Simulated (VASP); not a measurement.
Al7Ru8 (a cell with a defect): single point with PBE

Al7Ru8 (a cell with a defect):

```
CELL_PARAMETERS angstrom
6.01711 0.00000 0.00000
0.00000 6.01711 0.00000
0.00000 0.00000 6.01711
ATOMIC_POSITIONS crystal
Ru 0.27083 0.27202 0.24979
Ru 0.23602 0.23721 0.74978
Ru 0.27083 0.73049 0.24978
Ru 0.23602 0.76530 0.74979
Ru 0.72931 0.27201 0.24980
Ru 0.76411 0.23720 0.74978
Ru 0.72931 0.73050 0.24978
Ru 0.76411 0.76531 0.74979
Al 0.00007 0.00126 0.24979
Al 0.00006 0.50124 0.99933
Al 0.00006 0.50127 0.50025
Al 0.50006 0.00127 0.99933
Al 0.50005 0.00124 0.50024
Al 0.50007 0.50125 0.96629
Al 0.50007 0.50126 0.53328
```

```yaml
Program: VASP 6.6.1
Task: single point
Functional: PBE
Potentials_or_basis: VASP PAW PBE potentials, release 64 (Ru_pv, Al)
Cutoff: 520 eV
k_mesh: 2 × 2 × 2
Occupations: fermi-dirac, width 0.1 eV
Spin: no spin polarisation
```

```json
{
 "Pressure": "-1.8 GPa",
 "Largest force": "0.025 eV/Å",
 "Band gap on the k mesh": "zero (an odd number of electrons rules out a gap without spin polarisation)"
}
```

Forces in eV/Å, atoms in the order of the input:
```
Ru  -0.016 -0.018  0.000
Ru   0.000  0.000  0.000
Ru  -0.016  0.014  0.000
Ru  -0.001  0.000  0.000
Ru   0.016 -0.018  0.000
Ru  -0.001  0.000  0.000
Ru   0.016  0.013  0.000
Ru   0.001 -0.001  0.000
Al   0.000  0.002 -0.001
Al   0.000  0.002  0.021
Al   0.000  0.001 -0.020
Al   0.000  0.002  0.021
Al   0.001  0.002 -0.020
Al   0.001  0.001  0.021
Al   0.000  0.001 -0.021
```

Stress tensor (GPa, compression positive):
```
-0.17  0.00  0.00
 0.00 -0.17  0.00
 0.00  0.00 -4.96
```

Levels at points of the mesh, in eV from the Fermi level:
```
           k point  band 64  band 65  band 66  band 67  band 68  band 69
(0.00, 0.00, 0.00)     0.30     0.36     0.39     0.47     0.72     0.72
(0.50, 0.00, 0.00)    -0.29    -0.25    -0.21     0.23     0.28     1.35
(0.00, 0.50, 0.00)    -0.29    -0.25    -0.21     0.23     0.28     1.35
(0.00, 0.00, 0.50)    -0.19    -0.08     0.03     0.25     0.42     1.48
(0.50, 0.50, 0.00)    -0.53    -0.53    -0.53    -0.52    -0.36     1.39
(0.00, 0.50, 0.50)    -0.40    -0.23    -0.19    -0.12     0.06     0.21
(0.50, 0.00, 0.50)    -0.40    -0.23    -0.19    -0.12     0.06     0.21
(0.50, 0.50, 0.50)    -0.89    -0.79    -0.79    -0.76    -0.52    -0.52
```

Wall time 2.6 min on 1 thread of Intel(R) Xeon(R) 6975P-C (Granite Rapids), with other jobs on the host, peak memory 0.36 GiB.

Caveat: the k points lie up to 0.52 Å⁻¹ apart, too coarse for converged energies and pressures of a metal.
